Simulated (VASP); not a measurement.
Set up this calculation in VASP 6.6.1, as the native input.

| Item | Value |
| --- | --- |
| Task | single point |
| Functional | PBE |
| Dispersion | D3(BJ) |
| Potentials or basis | VASP PAW PBE potentials, release 64 (Al) |
| Cutoff | 520 eV |
| k mesh | 5 × 4 × 1 |
| Occupations | gaussian, width 0.1 eV |
| Spin | no spin polarisation |
| Dipole correction | yes |
| Further INCAR settings | LREAL = Auto; ALGO = Fast; EDIFF = 1e-06; NBANDS = 38 |

The structure of Al lies in POSCAR:

```
Al
1.0
    5.6324246412      0.0000000000      0.0000000000
    0.0000000000      7.9654513166      0.0000000000
    0.0000000000      0.0000000000     21.2293510975
Al
16
Direct
    0.2500000000      0.2500000000      0.1884183827
    0.2500000000      0.7500000000      0.1884183827
    0.7500000000      0.2500000000      0.1884183827
    0.7500000000      0.7500000000      0.1884183827
    0.0000000000      0.0000000000      0.2547466541
    0.0000000000      0.5000000000      0.2547466541
    0.5000000000      0.0000000000      0.2547466541
    0.5000000000      0.5000000000      0.2547466541
    0.2500000000      0.2500000000      0.3240951258
    0.2500000000      0.7500000000      0.3240951258
    0.7500000000      0.2500000000      0.3240951258
    0.7500000000      0.7500000000      0.3240951258
    0.0000000000      0.0000000000      0.3876402562
    0.0000000000      0.5000000000      0.3876402562
    0.5000000000      0.0000000000      0.3876402562
    0.5000000000      0.5000000000      0.3876402562
```

These files were run (other wordings do the same):

INCAR

```
SYSTEM = Al
ALGO = Fast ; DIPOL = 0.5 0.5 0.289
EDIFF = 1E-6 ; ENCUT = 520
GGA = PE ; IDIPOL = 3
ISIF = 2 ; ISMEAR = 0
IVDW = 12 ; LASPH = .TRUE.
LCHARG = .TRUE. ; LDIPOL = .TRUE.
LELF = .TRUE. ; LREAL = Auto
LVACPOTAV = .TRUE. ; LVHAR = .TRUE.
LWAVE = .FALSE. ; NBANDS = 38
NELM = 80 ; PREC = Accurate
SIGMA = 0.1
```

KPOINTS

```
k-points
0
G
  5 4 1
  0 0 0
```

Potentials or basis: VASP PAW PBE potentials, release 64 (Al).

Command:

```bash
$ cat potpaw_PBE.64/Al/POTCAR > POTCAR
$ mpirun -np 1 vasp_std > vasp.out
```

It gave:

```json
{
 "Largest force": "0.194 eV/Å",
 "Band gap on the k mesh": "zero (bands 24 and 25 overlap by 0.48 eV)",
 "Dispersion energy per atom": "-0.209 eV"
}
```

Run time: 22 min on 1 thread of Intel Xeon 8259CL, with other jobs on the host, peak memory 0.85 GiB.
